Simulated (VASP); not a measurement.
CaScSi3:

```
CELL_PARAMETERS angstrom
4.47068 0.00000 0.00000
0.00000 4.47068 0.00000
0.00000 0.00000 4.47068
ATOMIC_POSITIONS crystal
Ca 0.00000 0.00000 0.00000
Sc 0.50000 0.50000 0.50000
Si 0.00000 0.50000 0.50000
Si 0.50000 0.00000 0.50000
Si 0.50000 0.50000 0.00000
```

| Item | Value |
| --- | --- |
| Program | VASP 6.6.1 |
| Task | relaxation of cell and atoms |
| Functional | PBE |
| Potentials or basis | VASP PAW PBE potentials, release 64 (Ca_sv, Sc_sv, Si) |
| Cutoff | 600 eV |
| k mesh | 4 × 4 × 4 |
| Occupations | gaussian, width 0.1 eV |
| Spin | no spin polarisation |

At the start: pressure 25.2 GPa; volume 17.87 Å³/atom.

Q: How do energy, volume and symmetry change on relaxing?

A: Over 4 steps the energy falls by 427.3 meV/atom and the volume is 24.92 Å³/atom (+39.4 %); space group Pm-3m (No. 221, to 0.05 Å).

Step by step:
```tsv
step	energy change (eV)	largest force (eV/Å)	pressure (GPa)	volume (Å³)
1	0.0000	0.0000	25.20	89.36
2	-2.0956	0.0000	-1.98	130.86
3	-2.1356	0.0000	0.33	123.62
4	-2.1365	0.0000	-0.01	124.58
```

Final structure:
```
CELL_PARAMETERS angstrom
4.99446 0.00000 0.00000
0.00000 4.99446 0.00000
0.00000 0.00000 4.99446
ATOMIC_POSITIONS crystal
Ca 0.00000 0.00000 0.00000
Sc 0.50000 0.50000 0.50000
Si 0.00000 0.50000 0.50000
Si 0.50000 0.00000 0.50000
Si 0.50000 0.50000 0.00000
```

Caveat: the volume moved by over 15 % at a fixed basis, so the end points are rough.
